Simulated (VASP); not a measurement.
Here is a VASP 6.6.1 calculation.

The input INCAR:

```
  PREC = Accurate
  ENCUT = 520
  EDIFF = 1E-8
  ISMEAR = -1
  SIGMA = 0.02
  LREAL = F
  LASPH = T
  NELM = 60
  ALGO = Normal
  ISIF = 2
  LWAVE = F
  LCHARG = F
  LEFG = T
  NBANDS = 45
```

The input KPOINTS:

```
regular mesh
0
Gamma
  4 4 9
```

POSCAR

```
Si3N4
1.0
    7.6170000000      0.0000000000      0.0000000000
   -3.8085000000      6.5965155006      0.0000000000
    0.0000000000      0.0000000000      2.9134000000
Si N
6 8
Direct
    0.1784000000      0.7749000000      0.2500000000
    0.4035000000      0.1784000000      0.7500000000
    0.2251000000      0.4035000000      0.2500000000
    0.8216000000      0.2251000000      0.7500000000
    0.5965000000      0.8216000000      0.2500000000
    0.7749000000      0.5965000000      0.7500000000
    0.3333333333      0.6666666667      0.2500000000
    0.6666666667      0.3333333333      0.7500000000
    0.3359000000      0.0328000000      0.2500000000
    0.3031000000      0.3359000000      0.7500000000
    0.9672000000      0.3031000000      0.2500000000
    0.6641000000      0.9672000000      0.7500000000
    0.6969000000      0.6641000000      0.2500000000
    0.0328000000      0.6969000000      0.7500000000
```

Potentials or basis: VASP PAW LDA potentials, release 64 (Si, N).

Run with:

```console
$ cat potpaw_LDA.64/Si/POTCAR potpaw_LDA.64/N/POTCAR > POTCAR
$ mpirun -np 1 vasp_std > vasp.out
```

Predict the pressure.

-4.0 GPa.

Predict the band gap on the k mesh.

3.96 eV.

What does it give for the largest force?

1.204 eV/Å.

Electric field gradients, principal values (V/Å²):
```
atom   least  middle  greatest (by size)
1 Si   2.087   4.074              -6.161
2 Si   2.087   4.074              -6.161
3 Si   2.087   4.074              -6.161
4 Si   2.087   4.074              -6.161
5 Si   2.087   4.074              -6.161
6 Si   2.087   4.074              -6.161
 7 N  23.343  23.344             -46.687
 8 N  23.343  23.344             -46.687
 9 N  18.779  25.068             -43.846
10 N  18.778  25.068             -43.846
11 N  18.779  25.068             -43.847
12 N  18.779  25.068             -43.846
13 N  18.778  25.068             -43.846
14 N  18.779  25.068             -43.847
```

Caveat: the cell stands under tension; without QUAD_EFG the Cq values of the log hold for a quadrupole moment of 1 mb, not for the nuclei; an odd mesh through Γ misses points on the zone boundary, where band edges can lie; forces of over 1 eV/Å act on the atoms, so gaps and moduli don't describe the material at rest.
